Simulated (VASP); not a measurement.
# ReW5 (W (100), 6 layers) in VASP: further runs

ReW5 (W (100), 6 layers) is run at these levels: PBE; tasks: single point.

Everything below comes from runs of VASP 6.6.1. Logs are shortened: lines on timing, memory, paths and dates and some standing lists are left out, and cuts for length are marked.

### 1 The cell of the first run

The cell holds a slab with vacuum, 6 atoms: a = 3.183 Å, b = 3.183 Å, c = 23.959 Å, α = 90.00°, β = 90.00°, γ = 90.00°.

### 2 Single point, PBE

The input, INCAR:

```
ALGO = Normal ; DIPOL = 0.5 0.5 0.500
EDIFF = 1E-6 ; ENCUT = 520
GGA = PE ; IDIPOL = 3
ISIF = 2 ; ISMEAR = -1
LASPH = T ; LCHARG = F
LDIPOL = T ; LREAL = F
LWAVE = F ; NBANDS = 48
NELM = 80 ; PREC = Accurate
SIGMA = 0.08
```

The input, KPOINTS:

```
k-points
0
Gamma
  11 11 1
```

The input, POSCAR:

```
ReW5
1.0
    3.1834185694      0.0000000000      0.0000000000
    0.0000000000      3.1834185694      0.0000000000
    0.0000000000      0.0000000000     23.9585000000
W Re
5 1
Direct
    0.2500000000      0.2500000000      0.3404682231
    0.7500000000      0.7500000000      0.3990730829
    0.7500000000      0.7500000000      0.5321487837
    0.2500000000      0.2500000000      0.6009269158
    0.7500000000      0.7500000000      0.6595317760
    0.2500000000      0.2500000000      0.4678512185
```

Potentials or basis: VASP PAW PBE potentials, release 64 (W_sv, Re).

Command:

```console
> cat potpaw_PBE.64/W_sv/POTCAR potpaw_PBE.64/Re/POTCAR > POTCAR
> mpirun -np 1 vasp_std > vasp.out
```

OUTCAR:

```text
EDIFF = 1E-6
   ENCUT = 520
   GGA = PE
   ISIF = 2
   ISMEAR = -1
   LASPH = T
   LREAL = F
   NELM = 80
   PREC = Accurate

 ion  position               nearest neighbor table
   1  0.250  0.250  0.340-   2 2.65   2 2.65   2 2.65   2 2.65   6 3.05
   2  0.750  0.750  0.399-   1 2.65   1 2.65   1 2.65   1 2.65   6 2.79   6 2.79   6 2.79   6 2.79
                             3 3.19
   3  0.750  0.750  0.532-   6 2.73   6 2.73   6 2.73   6 2.73   4 2.79   4 2.79   4 2.79   4 2.79
                             5 3.05   2 3.19
   4  0.250  0.250  0.601-   5 2.65   5 2.65   5 2.65   5 2.65   3 2.79   3 2.79   3 2.79   3 2.79
                             6 3.19
   5  0.750  0.750  0.660-   4 2.65   4 2.65   4 2.65   4 2.65   3 3.05
   6  0.250  0.250  0.468-   3 2.73   3 2.73   3 2.73   3 2.73   2 2.79   2 2.79   2 2.79   2 2.79
                             1 3.05   4 3.19

  LATTYP: Found a simple tetragonal cell.
 ALAT       =     3.1834185694
 C/A-ratio  =     7.5260288516

  Lattice vectors:

 A1 = (   3.1834185694,   0.0000000000,   0.0000000000)
 A2 = (   0.0000000000,   3.1834185694,   0.0000000000)
 A3 = (   0.0000000000,   0.0000000000,  23.9585000000)

Analysis of symmetry for initial positions (statically):
=====================================================================
 Subroutine PRICEL returns:
 Original cell was already a primitive cell.

 Routine SETGRP: Setting up the symmetry group for a
 simple tetragonal supercell.

 Subroutine GETGRP returns: Found  8 space group operations
 (whereof  2 operations were pure point group operations)
 out of a pool of 16 trial point group operations.

The static configuration has the point symmetry C_1h.
 The point group associated with its full space group is C_4v.

Analysis of symmetry for dynamics (positions and initial velocities):
=====================================================================
 Subroutine PRICEL returns:
 Original cell was already a primitive cell.

 Routine SETGRP: Setting up the symmetry group for a
 simple tetragonal supercell.

 Subroutine GETGRP returns: Found  8 space group operations
 (whereof  2 operations were pure point group operations)
 out of a pool of 16 trial point group operations.

The dynamic configuration has the point symmetry C_1h.
 The point group associated with its full space group is C_4v.

 Subroutine INISYM returns: Found  8 space group operations
 (whereof  2 operations are pure point group operations),
 and found     1 'primitive' translations

[... 110 lines left out ...]
   NUPDOWN=      -1.0000    fix difference up-down
   EMIN   =  10.00;   EMAX   =-10.00  energy-range for DOS
   EFERMI =   0.00;   METHOD = LEGACY
   ISMEAR =    -1;   SIGMA  =   0.08  broadening in eV -4-tet -1-fermi 0-gaus
   EFERMI_NEDOS =   21; number of points for ismear=-14 and -15
   IALGO  =     38    algorithm
   IMIX   =      4    mixing-type and parameters
     AMIX     =   0.40;   BMIX     =  1.00
     AMIX_MAG =   1.60;   BMIX_MAG =  1.00
  volume/ion in A,a.u.               =      40.47       273.08
  Fermi-wavevector in a.u.,A,eV,Ry     =   1.116407  2.109704 16.957831  1.246365
  Thomas-Fermi vector in A             =   2.253021
   LORBIT       =      0    0 simple, 1 ext, 2 COOP (PROOUT), +10 PAW based schemes
   GGA     = PE    functional components
   LHFCALC =     F    Hartree Fock is set to
   AEXX    =    0.0000 exact exchange contribution
   IVDW    =     0    specifies the selected vdW correction
   LEPSILON=     F    determine dielectric tensor
   LRPA    =     F    only Hartree local field effects (RPA)
 non-spin polarized calculation
  energy-cutoff  :      520.00
  volume of cell :      242.80
 maximum number of plane-waves:      6614
 NGX is ok and might be reduce to    24
   NGX = 11   NGY = 11   NGZ = 89

 dipolmoment           0.000000      0.000000     -0.005344 electrons x Angstroem

 number of electron      76.9999993 magnetization

 dipolmoment           0.000000      0.000000      0.000100 electrons x Angstroem

 Free energy of the ion-electron system (eV)
  ---------------------------------------------------
  ext. energy  EPLUGINS =         0.00000000
  ---------------------------------------------------
  free energy    TOTEN  =       -72.23247209 eV

  energy without entropy =      -72.14359837  energy(sigma->0) =      -72.18803523

 E-fermi :   1.8383     XC(G=0):  -6.3127

 val. band max:        1.8379608058   @ k =   0.4545   0.1818   0.0000
 cond. band min:       1.8408926258   @ k =   0.0909   0.0000   0.0000
 fundamental gap:      0.0029318200
 Fermi energy:         1.8383112327

 k-point     1 :       0.0000    0.0000    0.0000
  band No.  band energies     occupation
      1     -72.4775      2.00000
      2     -72.2532      2.00000
      3     -72.1064      2.00000
      4     -71.9234      2.00000
      5     -71.9043      2.00000
      6     -36.8015      2.00000
[... 1060 lines left out ...]
     47       4.6633      0.00000
     48       4.8624      0.00000

------------------------ aborting loop because EDIFF is reached ----------------------------------------

 vacuum level on the upper side and lower side of the slab       (xc-potential included)        -0.147        -0.155

  FORCE on cell =-STRESS in cart. coord.  units (eV):
  Direction    XX          YY          ZZ          XY          YZ          ZX
  --------------------------------------------------------------------------------------
  -------------------------------------------------------------------------------------
  Total       -5.4319598     -5.4319598     -1.9789683      0.0000000     -0.0000000      0.0000000
  in kB      -35.8442924    -35.8442924    -13.0587707      0.0000000     -0.0000000      0.0000000
  external PRESSURE =     -28.2491185 kB  Pullay stress =       0.0000000 kB

 VOLUME and BASIS-vectors are now :
 -----------------------------------------------------------------------------
  energy-cutoff  :      520.00
  volume of cell :      242.80
      direct lattice vectors                 reciprocal lattice vectors
     3.183418569  0.000000000  0.000000000     0.314127715  0.000000000  0.000000000
     0.000000000  3.183418569  0.000000000     0.000000000  0.314127715  0.000000000
     0.000000000  0.000000000 23.958500000     0.000000000  0.000000000  0.041738840

 POSITION                                       TOTAL-FORCE (eV/Angst)
 -----------------------------------------------------------------------------------
      0.79585      0.79585      8.15711         0.000000      0.000000      0.466590
      2.38756      2.38756      9.56119         0.000000     -0.000000     -0.422490
      2.38756      2.38756     12.74949         0.000000     -0.000000     -0.287185
      0.79585      0.79585     14.39731         0.000000     -0.000000      0.133506
      2.38756      2.38756     15.80139         0.000000     -0.000000     -0.252480
      0.79585      0.79585     11.20901        -0.000000     -0.000000      0.362059
 -----------------------------------------------------------------------------------
    total drift:                                0.000000     -0.000000      0.000527

  FREE ENERGIE OF THE ION-ELECTRON SYSTEM (eV)
  ---------------------------------------------------
  free  energy   TOTEN  =       -72.2324720879 eV

  energy  without entropy=      -72.1435983672  energy(sigma->0) =      -72.18803523

 vacuum level on the upper side and lower side of the slab         5.746         5.744
```

OSZICAR:

```text
N       E                     dE             d eps       ncg     rms          rms(c)
DAV:   1     0.866600561613E+03    0.86660E+03   -0.47189E+04  3272   0.157E+03
DAV:   2    -0.384066254707E+02   -0.90501E+03   -0.88096E+03  3224   0.550E+02
DAV:   3    -0.757527074005E+02   -0.37346E+02   -0.35723E+02  3384   0.114E+02
[... 24 lines left out ...]
DAV:  28    -0.722324632578E+02   -0.29450E-05   -0.26509E-07  1536   0.686E-03    0.204E-03
DAV:  29    -0.722324678998E+02   -0.46420E-05   -0.30977E-07  1568   0.727E-03    0.159E-03
DAV:  30    -0.722324702174E+02   -0.23176E-05   -0.18045E-07  1408   0.494E-03    0.149E-03
DAV:  31    -0.722324718237E+02   -0.16063E-05   -0.11012E-07  1504   0.485E-03    0.700E-04
DAV:  32    -0.722324720879E+02   -0.26423E-06   -0.45975E-08  1368   0.371E-03
   1 F= -.72232472E+02 E0= -.72188035E+02  d E =-.888737E-01
```

It took 7.6 min on 1 thread of Intel Xeon Platinum 8259CL at 2.50GHz (Skylake/Cascade Lake), shared host; peak memory 0.43 GiB.

What came out:

```yaml
Free_energy: -72.2325 eV
Largest_force: 0.467 eV/Å
```

Forces in eV/Å, atoms in the order of the input:
```
W    0.000  0.000  0.467
W    0.000  0.000 -0.422
W    0.000  0.000 -0.287
W    0.000  0.000  0.134
W    0.000  0.000 -0.252
Re   0.000  0.000  0.362
```

Caveat: spin-orbit coupling is left out, which moves the levels of the heavy elements.

### 3 Single point, PBE

The input, INCAR:

```
SYSTEM = ReW5
ALGO = Normal
DIPOL = 0.5 0.5 0.500
EDIFF = 1E-6
ENCUT = 520
GGA = PE
IDIPOL = 3
ISIF = 2
ISMEAR = -1
LASPH = .TRUE.
LCHARG = .FALSE.
LDIPOL = .TRUE.
LREAL = .FALSE.
LWAVE = .FALSE.
NBANDS = 48
NELM = 100
PREC = Accurate
SIGMA = 0.08
```

The input, KPOINTS:

```
k-points
0
G
  11 11 1
  0 0 0
```

POSCAR is that of step 2.

Potentials or basis: VASP PAW PBE potentials, release 64 (W_sv, Re).

Command:

```console
> cat potpaw_PBE.64/W_sv/POTCAR potpaw_PBE.64/Re/POTCAR > POTCAR
> mpirun -np 1 vasp_std > vasp.out
```

OUTCAR:

```text
SYSTEM = ReW5
   EDIFF = 1E-6
   ENCUT = 520
   GGA = PE
   ISIF = 2
   ISMEAR = -1
   LASPH = .TRUE.
   LREAL = .FALSE.
   NELM = 100
   PREC = Accurate

 ion  position               nearest neighbor table
   1  0.250  0.250  0.340-   2 2.65   2 2.65   2 2.65   2 2.65   6 3.05
   2  0.750  0.750  0.399-   1 2.65   1 2.65   1 2.65   1 2.65   6 2.79   6 2.79   6 2.79   6 2.79
                             3 3.19
   3  0.750  0.750  0.532-   6 2.73   6 2.73   6 2.73   6 2.73   4 2.79   4 2.79   4 2.79   4 2.79
                             5 3.05   2 3.19
   4  0.250  0.250  0.601-   5 2.65   5 2.65   5 2.65   5 2.65   3 2.79   3 2.79   3 2.79   3 2.79
                             6 3.19
   5  0.750  0.750  0.660-   4 2.65   4 2.65   4 2.65   4 2.65   3 3.05
[... 1285 lines left out ...]
  external PRESSURE =     -28.2491185 kB  Pullay stress =       0.0000000 kB

 VOLUME and BASIS-vectors are now :
 -----------------------------------------------------------------------------
  energy-cutoff  :      520.00
  volume of cell :      242.80
      direct lattice vectors                 reciprocal lattice vectors
     3.183418569  0.000000000  0.000000000     0.314127715  0.000000000  0.000000000
     0.000000000  3.183418569  0.000000000     0.000000000  0.314127715  0.000000000
     0.000000000  0.000000000 23.958500000     0.000000000  0.000000000  0.041738840

 POSITION                                       TOTAL-FORCE (eV/Angst)
 -----------------------------------------------------------------------------------
      0.79585      0.79585      8.15711         0.000000      0.000000      0.466590
      2.38756      2.38756      9.56119         0.000000     -0.000000     -0.422490
      2.38756      2.38756     12.74949         0.000000     -0.000000     -0.287185
      0.79585      0.79585     14.39731         0.000000     -0.000000      0.133506
      2.38756      2.38756     15.80139         0.000000     -0.000000     -0.252480
      0.79585      0.79585     11.20901        -0.000000     -0.000000      0.362059
 -----------------------------------------------------------------------------------
    total drift:                                0.000000     -0.000000      0.000527

  FREE ENERGIE OF THE ION-ELECTRON SYSTEM (eV)
  ---------------------------------------------------
  free  energy   TOTEN  =       -72.2324720879 eV

  energy  without entropy=      -72.1435983672  energy(sigma->0) =      -72.18803523

 vacuum level on the upper side and lower side of the slab         5.746         5.744
```

OSZICAR:

```text
N       E                     dE             d eps       ncg     rms          rms(c)
DAV:   1     0.866600561613E+03    0.86660E+03   -0.47189E+04  3272   0.157E+03
DAV:   2    -0.384066254707E+02   -0.90501E+03   -0.88096E+03  3224   0.550E+02
DAV:   3    -0.757527074005E+02   -0.37346E+02   -0.35723E+02  3384   0.114E+02
[... 24 lines left out ...]
DAV:  28    -0.722324632578E+02   -0.29450E-05   -0.26509E-07  1536   0.686E-03    0.204E-03
DAV:  29    -0.722324678998E+02   -0.46420E-05   -0.30977E-07  1568   0.727E-03    0.159E-03
DAV:  30    -0.722324702174E+02   -0.23176E-05   -0.18045E-07  1408   0.494E-03    0.149E-03
DAV:  31    -0.722324718237E+02   -0.16063E-05   -0.11012E-07  1504   0.485E-03    0.700E-04
DAV:  32    -0.722324720879E+02   -0.26423E-06   -0.45975E-08  1368   0.371E-03
   1 F= -.72232472E+02 E0= -.72188035E+02  d E =-.888737E-01
```

It took 7.4 min on 1 thread of Intel Xeon Platinum 8259CL at 2.50GHz (Skylake/Cascade Lake), shared host; peak memory 0.43 GiB.

What came out:

```
Free energy   : -72.2325 eV
Largest force : 0.467 eV/Å
```

Forces in eV/Å, atoms in the order of the input:
```
W    0.000  0.000  0.467
W    0.000  0.000 -0.422
W    0.000  0.000 -0.287
W    0.000  0.000  0.134
W    0.000  0.000 -0.252
Re   0.000  0.000  0.362
```

Levels at points of the mesh, in eV from the Fermi level:
| k point | band 37 | band 38 | band 39 | band 40 | band 41 | band 42 |
| --- | --- | --- | --- | --- | --- | --- |
| (0.00, 0.00, 0.00) | -0.39 | -0.39 | -0.29 | -0.27 | 0.26 | 0.32 |

Caveat: spin-orbit coupling is left out, which moves the levels of the heavy elements.
